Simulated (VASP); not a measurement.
# TaCl3F (P4mm) in VASP: notebook

TaCl3F is run at these levels: PBE; tasks: relaxation of cell and atoms.

Program: VASP 6.6.1. These are calculated values, not measurements. Logs are shortened: lines on timing, memory, paths and dates and some standing lists are left out, and cuts for length are marked.

## 1. The cell of the first run

It takes space group P4mm (No. 99, tetragonal). Conventional cell: a = 4.416 Å, b = 4.416 Å, c = 4.768 Å, α = 90.00°, β = 90.00°, γ = 90.00°. Within 3.8 Å of Ta (site symmetry 4mm) lie 12 Cl at 2.78 to 3.79 Å and 4 F at 3.73 Å. Within 3.0 Å of Cl (site symmetry 2mm) lie 2 F at 2.24 Å and 2 Ta at 2.78 Å. Cl (site symmetry 4mm) has 2 F at 2.19 to 2.57 Å within 2.9 Å. F (site symmetry 4mm) has 6 Cl at 2.19 to 2.57 Å within 2.9 Å.

The cell was built from a structure type or drawn by symmetry, and may not be a known phase.

## 2. Relaxation of cell and atoms, PBE

Input file INCAR:

```
SYSTEM = TaCl3F
ALGO = Normal
EDIFF = 1E-7
EDIFFG = -0.08
ENCUT = 600
GGA = PE
GGA_COMPAT = .False.
IBRION = 2
ISIF = 3
ISMEAR = 0
LASPH = .True.
LCHARG = .False.
LREAL = .False.
LWAVE = .False.
NELM = 120
NELMIN = 4
NSW = 36
PREC = Accurate
SIGMA = 0.15
```

Input file KPOINTS:

```
k-points
0
Gamma
  3 3 3
  0 0 0
```

Input file POSCAR:

```
TaCl3F
1.0
    4.4160807200      0.0000000000      0.0000000000
    0.0000000000      4.4160807200      0.0000000000
    0.0000000000      0.0000000000      4.7675087500
Ta Cl F
1 3 1
Direct
    0.0000000000      0.0000000000      0.0509553300
    0.5000000000      0.0000000000      0.6960848600
    0.5000000000      0.5000000000      0.1625723100
    0.0000000000      0.5000000000      0.6960848600
    0.5000000000      0.5000000000      0.6228065500
```

Potentials or basis: VASP PAW PBE potentials, release 64 (Ta_pv, Cl, F).

Launch:

```console
cat potpaw_PBE.64/Ta_pv/POTCAR potpaw_PBE.64/Cl/POTCAR potpaw_PBE.64/F/POTCAR > POTCAR
mpirun -np 1 vasp_std > vasp.out
```

OUTCAR:

```text
SYSTEM = TaCl3F
   EDIFF = 1E-7
   EDIFFG = -0.08
   ENCUT = 600
   GGA = PE
   IBRION = 2
   ISIF = 3
   ISMEAR = 0
   LASPH = .True.
   LREAL = .False.
   NELM = 120
   NELMIN = 4
   NSW = 36
   PREC = Accurate

 ion  position               nearest neighbor table
   1  0.000  0.000  0.051-   2 2.78   4 2.78   4 2.78   2 2.78
   2  0.500  0.000  0.696-   5 2.24   5 2.24   1 2.78   1 2.78
   3  0.500  0.500  0.163-   5 2.19
   4  0.000  0.500  0.696-   5 2.24   5 2.24   1 2.78   1 2.78
   5  0.500  0.500  0.623-   3 2.19   2 2.24   4 2.24   2 2.24   4 2.24

  LATTYP: Found a simple tetragonal cell.
 ALAT       =     4.4160807200
 C/A-ratio  =     1.0795791681

  Lattice vectors:

 A1 = (   4.4160807200,   0.0000000000,   0.0000000000)
 A2 = (   0.0000000000,   4.4160807200,   0.0000000000)
 A3 = (   0.0000000000,   0.0000000000,   4.7675087500)

Analysis of symmetry for initial positions (statically):
=====================================================================
 Subroutine PRICEL returns:
 Original cell was already a primitive cell.

 Routine SETGRP: Setting up the symmetry group for a
 simple tetragonal supercell.

 Subroutine GETGRP returns: Found  8 space group operations
 (whereof  8 operations were pure point group operations)
 out of a pool of 16 trial point group operations.

The static configuration has the point symmetry C_4v.

Analysis of symmetry for dynamics (positions and initial velocities):
=====================================================================
 Subroutine PRICEL returns:
 Original cell was already a primitive cell.

 Routine SETGRP: Setting up the symmetry group for a
 simple tetragonal supercell.

 Subroutine GETGRP returns: Found  8 space group operations
 (whereof  8 operations were pure point group operations)
 out of a pool of 16 trial point group operations.

The dynamic configuration has the point symmetry C_4v.

 Subroutine INISYM returns: Found  8 space group operations
 (whereof  8 operations are pure point group operations),
 and found     1 'primitive' translations

----------------------------------------------------------------------------------------

                                     Primitive cell

  volume of cell :      92.9749

  direct lattice vectors                    reciprocal lattice vectors
     4.416080720  0.000000000  0.000000000     0.226445136  0.000000000  0.000000000
     0.000000000  4.416080720  0.000000000     0.000000000  0.226445136  0.000000000
     0.000000000  0.000000000  4.767508750     0.000000000  0.000000000  0.209753155

  length of vectors
     4.416080720  4.416080720  4.767508750     0.226445136  0.226445136  0.209753155

  position of ions in fractional coordinates (direct lattice)
     0.000000000  0.000000000  0.050955330
     0.500000000  0.000000000  0.696084860
     0.500000000  0.500000000  0.162572310
     0.000000000  0.500000000  0.696084860
     0.500000000  0.500000000  0.622806550

  ion indices of the primitive-cell ions
   primitive index   ion index
                 1           1
                 2           2
                 3           3
                 4           4
                 5           5

----------------------------------------------------------------------------------------

 KPOINTS: k-points

Automatic generation of k-mesh.
 Grid dimensions read from file:
 generate k-points for:    3    3    3

 Generating k-lattice:

  Cartesian coordinates                     Fractional coordinates (reciprocal lattice)
     0.075481712  0.000000000  0.000000000     0.333333333  0.000000000  0.000000000
     0.000000000  0.075481712  0.000000000     0.000000000  0.333333333  0.000000000
     0.000000000  0.000000000  0.069917718     0.000000000  0.000000000  0.333333333

  Length of vectors
     0.075481712  0.075481712  0.069917718

  Shift w.r.t. Gamma in fractional coordinates (k-lattice)
     0.000000000  0.000000000  0.000000000

 Subroutine IBZKPT returns following result:
 ===========================================

 Found      6 irreducible k-points:

 Following reciprocal coordinates:
            Coordinates               Weight
  0.000000  0.000000  0.000000      1.000000
  0.333333  0.000000  0.000000      4.000000
  0.333333  0.333333  0.000000      4.000000
  0.000000  0.000000  0.333333      2.000000
  0.333333  0.000000  0.333333      8.000000
  0.333333  0.333333  0.333333      8.000000
   k-points           NKPTS =      6   k-points in BZ     NKDIM =      6   number of bands    NBANDS=     23
   number of dos      NEDOS =    301   number of ions     NIONS =      5
   total plane-waves  NPLWV =  51840
   dimension x,y,z NGX =    36 NGY =   36 NGZ =   40
   dimension x,y,z NGXF=    72 NGYF=   72 NGZF=   80
   ions per type =               1   3   1
   NGX,Y,Z   is equivalent  to a cutoff of  13.55, 13.55, 13.95 a.u.
   NGXF,Y,Z  is equivalent  to a cutoff of  27.10, 27.10, 27.90 a.u.
 SYSTEM =  TaCl3F
   PREC   = accura    normal or accurate (medium, high low for compatibility)
   ISTART =      0    job   : 0-new  1-cont  2-samecut
   ICHARG =      2    charge: 1-file 2-atom 10-const
   ISPIN  =      1    spin polarized calculation?
   LNONCOLLINEAR =      F non collinear calculations
   LSORBIT =      F    spin-orbit coupling
   LASPH  =      T    aspherical Exc in radial PAW
   ENCUT  =  600.0 eV  44.10 Ry    6.64 a.u.   8.82  8.82  9.52*2*pi/ulx,y,z
   NELM   =    120;   NELMIN=  4; NELMDL= -5     # of ELM steps
   EDIFF  = 0.1E-06   stopping-criterion for ELM
   LREAL  =      F    real-space projection
   EDIFFG = -.8E-01   stopping-criterion for IOM
   NSW    =     36    number of steps for IOM
   IBRION =      2    ionic relax: 0-MD 1-quasi-New 2-CG
   NFREE  =      1    steps in history (QN), initial steepest desc. (CG)
   ISIF   =      3    stress and relaxation
   ISYM   =      2    0-nonsym 1-usesym 2-fastsym
   POTIM  = 0.5000    time-step for ionic-motion
   TEBEG  =    0.0;   TEEND  =   0.0 temperature during run
   PSTRESS=    0.0 pullay stress
   NELECT =      39.0000    total number of electrons
   NUPDOWN=      -1.0000    fix difference up-down
   EMIN   =  10.00;   EMAX   =-10.00  energy-range for DOS
   EFERMI =   0.00;   METHOD = LEGACY
   ISMEAR =     0;   SIGMA  =   0.15  broadening in eV -4-tet -1-fermi 0-gaus
   EFERMI_NEDOS =   21; number of points for ismear=-14 and -15
   IALGO  =     38    algorithm
   IMIX   =      4    mixing-type and parameters
     AMIX     =   0.40;   BMIX     =  1.00
     AMIX_MAG =   1.60;   BMIX_MAG =  1.00
  volume/ion in A,a.u.               =      18.59       125.49
  Fermi-wavevector in a.u.,A,eV,Ry     =   1.225485  2.315830 20.433400  1.501813
  Thomas-Fermi vector in A             =   2.360521
   LORBIT       =      0    0 simple, 1 ext, 2 COOP (PROOUT), +10 PAW based schemes
   GGA     = PE    functional components
   LHFCALC =     F    Hartree Fock is set to
   AEXX    =    0.0000 exact exchange contribution
   IVDW    =     0    specifies the selected vdW correction
   LEPSILON=     F    determine dielectric tensor
   LRPA    =     F    only Hartree local field effects (RPA)
 conjugate gradient relaxation of ions
 non-spin polarized calculation
 Gauss-broadening in eV      SIGMA  =   0.15
  energy-cutoff  :      600.00
  volume of cell :       92.97
 maximum number of plane-waves:      3128
 NGX is ok and might be reduce to    36
   NGX = 17   NGY = 17   NGZ = 19

--------------------------------------- Ionic step        1  -------------------------------------------

 number of electron      38.9999989 magnetization

 Free energy of the ion-electron system (eV)
  ---------------------------------------------------
  ext. energy  EPLUGINS =         0.00000000
  ---------------------------------------------------
  free energy    TOTEN  =       -15.97711183 eV

  energy without entropy =      -15.88152579  energy(sigma->0) =      -15.92931881

 E-fermi :   4.4467     XC(G=0): -10.1330

 val. band max:        4.4120713847   @ k =   0.3333   0.0000   0.0000
 cond. band min:       4.4966348560   @ k =   0.3333   0.0000   0.3333
 fundamental gap:      0.0845634713
 Fermi energy:         4.4467158977

 k-point     1 :       0.0000    0.0000    0.0000
  band No.  band energies     occupation
      1     -32.0033      2.00000
      2     -32.0033      2.00000
      3     -31.8017      2.00000
      4     -18.6303      2.00000
      5     -11.7998      2.00000
      6     -10.9373      2.00000
[... 15 lines left out ...]
     22       4.5439      0.35958
     23       4.5504      0.32819
[... 228 lines left out ...]
 POSITION                                       TOTAL-FORCE (eV/Angst)
 -----------------------------------------------------------------------------------
      0.00000     -0.00000      4.92405         0.000000      0.000000     -1.985621
      2.19950     -0.00000      3.68612         0.000000     -0.000000      0.454949
      2.19950      2.19950      0.66878         0.000000     -0.000000      2.537306
      0.00000      2.19950      3.68612         0.000000     -0.000000      0.454949
      2.19950      2.19950      3.32311         0.000000      0.000000     -1.461583
 -----------------------------------------------------------------------------------
    total drift:                                0.000000      0.000000      0.001018

  FREE ENERGIE OF THE ION-ELECTRON SYSTEM (eV)
  ---------------------------------------------------
  free  energy   TOTEN  =       -17.8404711939 eV

  energy  without entropy=      -17.7542822251  energy(sigma->0) =      -17.79737671

[... ionic steps 4 to 22 ...]

--------------------------------------- Ionic step       23  -------------------------------------------

 number of electron      38.9999999 magnetization

------------------------ aborting loop because EDIFF is reached ----------------------------------------

  FORCE on cell =-STRESS in cart. coord.  units (eV):
  Direction    XX          YY          ZZ          XY          YZ          ZX
  --------------------------------------------------------------------------------------
  -------------------------------------------------------------------------------------
  Total       -0.3991322     -0.3991322      0.4851319      0.0000000      0.0000000     -0.0000000
  in kB       -5.8010905     -5.8010905      7.0510335      0.0000000      0.0000000     -0.0000000
  external PRESSURE =      -1.5170492 kB  Pullay stress =       0.0000000 kB

 VOLUME and BASIS-vectors are now :
 -----------------------------------------------------------------------------
  energy-cutoff  :      600.00
  volume of cell :      110.23
      direct lattice vectors                 reciprocal lattice vectors
     4.044772090  0.000000000 -0.000000000     0.247232719  0.000000000 -0.000000000
    -0.000000000  4.044772090 -0.000000000     0.000000000  0.247232719  0.000000000
     0.000000000 -0.000000000  6.737977686     0.000000000  0.000000000  0.148412483
[... 40 lines left out ...]
 POSITION                                       TOTAL-FORCE (eV/Angst)
 -----------------------------------------------------------------------------------
      0.00000     -0.00000      6.55516        -0.000000      0.000000     -0.319246
      2.02293     -0.00000      5.28251         0.000000     -0.000000      0.258508
      2.02293      2.02293      1.12930        -0.000000      0.000000     -0.149547
      0.00000      2.02293      5.28251         0.000000     -0.000000      0.258508
      2.02293      2.02293      3.63127        -0.000000      0.000000     -0.048223
 -----------------------------------------------------------------------------------
    total drift:                                0.000000      0.000000      0.001258

  FREE ENERGIE OF THE ION-ELECTRON SYSTEM (eV)
  ---------------------------------------------------
  free  energy   TOTEN  =       -20.6442617510 eV

  energy  without entropy=      -20.5948529055  energy(sigma->0) =      -20.61955733

--------------------------------------- Ionic step       25  -------------------------------------------

 number of electron      39.0000011 magnetization

 Free energy of the ion-electron system (eV)
  ---------------------------------------------------
  ext. energy  EPLUGINS =         0.00000000
  ---------------------------------------------------
  free energy    TOTEN  =       -20.65230832 eV

  energy without entropy =      -20.60348632  energy(sigma->0) =      -20.62789732

 E-fermi :   2.1094     XC(G=0):  -8.7993

 val. band max:        2.1063531471   @ k =   0.0000   0.0000   0.3333
 cond. band min:       2.2024755037   @ k =   0.3333   0.0000   0.0000
 fundamental gap:      0.0961223567
 Fermi energy:         2.1093664159

 k-point     1 :       0.0000    0.0000    0.0000
  band No.  band energies     occupation
      1     -34.1525      2.00000
      2     -34.1525      2.00000
      3     -34.0656      2.00000
      4     -17.8139      2.00000
      5     -15.3544      2.00000
      6     -13.4490      2.00000
[... 15 lines left out ...]
     22       4.4230      0.00000
     23       4.9800      0.00000
[... 150 lines left out ...]
 POSITION                                       TOTAL-FORCE (eV/Angst)
 -----------------------------------------------------------------------------------
      4.03002     -0.00000      6.55779        -0.000000      0.000000     -0.051026
      2.01501     -0.00000      5.29589         0.000000     -0.000000      0.058403
      2.01501      2.01501      1.11084        -0.000000      0.000000     -0.014629
      0.00000      2.01501      5.29589         0.000000     -0.000000      0.058403
      2.01501      2.01501      3.63483        -0.000000      0.000000     -0.051151
 -----------------------------------------------------------------------------------
    total drift:                                0.000000      0.000000      0.001512

  FREE ENERGIE OF THE ION-ELECTRON SYSTEM (eV)
  ---------------------------------------------------
  free  energy   TOTEN  =       -20.6523083151 eV

  energy  without entropy=      -20.6034863202  energy(sigma->0) =      -20.62789732

 reached required accuracy - stopping structural energy minimisation
```

Run time: 4.6 min. Hardware: 1 thread of AMD EPYC 9R45 (Zen 5), shared host; peak memory 0.2 GiB.

Results:

| Item | Value |
| --- | --- |
| Free energy | -20.6523 eV |
| Relaxed volume | 22.03 Å³/atom |
| Relaxed cell | a = 4.030 Å, b = 4.030 Å, c = 6.782 Å, α = 90.00°, β = 90.00°, γ = 90.00° |
| Space group after relaxing (to 0.1 Å) | P4mm (No. 99) |
| Energy gained by relaxing | 935.0 meV/atom |
| Ionic steps | 25 |
| Pressure after relaxing | 0.0 GPa |
| Largest force after relaxing | 0.058 eV/Å |
| Band gap on the k mesh | zero (an odd number of electrons rules out a gap without spin polarisation) |

Forces in eV/Å, atoms in the order of the input:
```
Ta   0.000  0.000 -0.051
Cl   0.000  0.000  0.058
Cl   0.000  0.000 -0.015
Cl   0.000  0.000  0.058
F    0.000  0.000 -0.051
```

Step by step:
```tsv
step	energy change (eV)	largest force (eV/Å)	pressure (GPa)	volume (Å³)
1	0.0000	3.6974	1.48	92.97
2	-1.1751	3.5520	1.58	95.28
3	-1.8634	2.5373	4.46	97.63
4	-1.2594	5.0013	15.64	102.27
5	-1.8992	3.6311	8.00	99.14
6	-2.3924	2.7956	5.98	105.43
7	-2.9399	1.3881	3.15	122.99
8	-3.1030	1.0492	0.42	125.67
9	-3.1474	0.9000	-1.54	127.99
10	-3.2715	0.9649	-0.99	126.47
11	-3.5665	1.4040	0.59	121.69
12	-3.6719	2.5370	2.59	111.16
13	-3.7663	1.9872	1.53	116.22
14	-3.8823	1.9512	0.68	116.09
15	-4.1402	1.5130	-1.91	115.60
16	-3.8576	2.7705	-6.18	114.21
17	-4.1937	1.6510	-3.28	115.32
18	-4.3540	1.2678	-2.46	113.21
19	-4.4976	1.0298	0.28	108.78
20	-4.5601	0.9153	0.25	109.07
21	-4.6424	0.5544	0.23	109.84
22	-4.6426	0.5336	0.23	109.88
23	-4.6562	0.3998	-0.15	110.23
24	-4.6671	0.3192	-0.84	110.94
25	-4.6752	0.0584	0.01	110.14
```

Final structure:
```
Ta Cl F
1.0
     4.03002    0.00000    0.00000
     0.00000    4.03002    0.00000
     0.00000    0.00000    6.78185
Ta Cl F
1 3 1
Cartesian
  4.0300 0.0000 6.5578
  2.0150 0.0000 5.2959
  2.0150 2.0150 1.1108
  0.0000 2.0150 5.2959
  2.0150 2.0150 3.6348
```

Levels at points of the mesh, in eV from the Fermi level:
```tsv
k point	band 18	band 19	band 20	band 21	band 22	band 23
(0.00, 0.00, 0.00)	-0.86	-0.49	-0.38	-0.07	2.31	2.87
```

Caveat: the k points lie up to 0.52 Å⁻¹ apart in the final cell, too coarse for converged energies and pressures of a metal; the volume moved by over 15 % at a fixed basis, so the end points are rough; spin-orbit coupling is left out, which moves the levels of the heavy elements; an odd number of electrons without spin polarisation forces a metal; a magnetic or distorted state may lie lower; the relaxation stopped at a loose force limit of 0.08 eV/Å, so its end isn't a converged minimum.

[end of part 1 of 2]
